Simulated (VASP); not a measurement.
Input of a VASP 6.6.1 run:

The input INCAR:

```
PREC = Accurate ; ENCUT = 520
EDIFF = 1E-7 ; ISMEAR = -1
SIGMA = 0.05 ; LREAL = False
LASPH = True ; NELM = 150
ALGO = Normal ; ISIF = 2
LWAVE = False ; LCHARG = False
ISPIN = 2 ; MAGMOM = 2
LORBIT = 11 ; NUPDOWN = 2.0
LMAXMIX = 4 ; GGA = PE
NBANDS = 16
```

The input KPOINTS:

```
regular mesh
0
Gamma
  10 10 10
```

File POSCAR:

```
V
1.0
   -1.5143500000      1.5143500000      1.5143500000
    1.5143500000     -1.5143500000      1.5143500000
    1.5143500000      1.5143500000     -1.5143500000
V
1
Direct
    0.0000000000      0.0000000000      0.0000000000
```

Potentials or basis: VASP PAW PBE potentials, release 64 (V_sv).

Launch:

```sh
$ cat potpaw_PBE.64/V_sv/POTCAR > POTCAR
$ mpirun -np 1 vasp_std > vasp.out
```

(1) Estimate the pressure.

Results:

(1) 15.4 GPa.

Caveat: the total moment is fixed, so each spin has its own Fermi level.
